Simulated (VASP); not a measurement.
A run of VASP 6.6.1 is set up as follows.

INCAR

```
ALGO = Normal ; EDIFF = 1E-6
ENCUT = 520 ; ISIF = 2
ISMEAR = 0 ; LASPH = T
LCHARG = F ; LREAL = F
LWAVE = F ; NBANDS = 8
NELM = 100 ; PREC = Accurate
SIGMA = 0.15
```

Contents of KPOINTS:

```
k-points
0
Gamma
  28 28 28
```

The input POSCAR:

```
Si
1.0
   -1.6111279968      1.6111279968      1.3439566585
    1.6111279968     -1.6111279968      1.3439566585
    1.6111279968      1.6111279968     -1.3439566585
Si
1
Direct
    0.0000000000      0.0000000000      0.0000000000
```

Potentials or basis: VASP PAW LDA potentials, release 64 (Si).

Launch:

```sh
$ cat potpaw_LDA.64/Si/POTCAR > POTCAR
$ mpirun -np 1 vasp_std > vasp.out
```

Problem. Predict the band gap on the k mesh.

Solution. Zero (band 2 reaches 20.63 eV, above the bottom of band 3 at 6.80 eV).

Problem. Estimate the pressure.

Solution. 0.0 GPa.

Stress tensor (GPa, compression positive):
```
 0.73  0.00  0.00
 0.00  0.73  0.00
 0.00  0.00 -1.60
```

Caveat: the cell differs from its parent crystal (strain -0.015 along x and y, +0.030 along z).
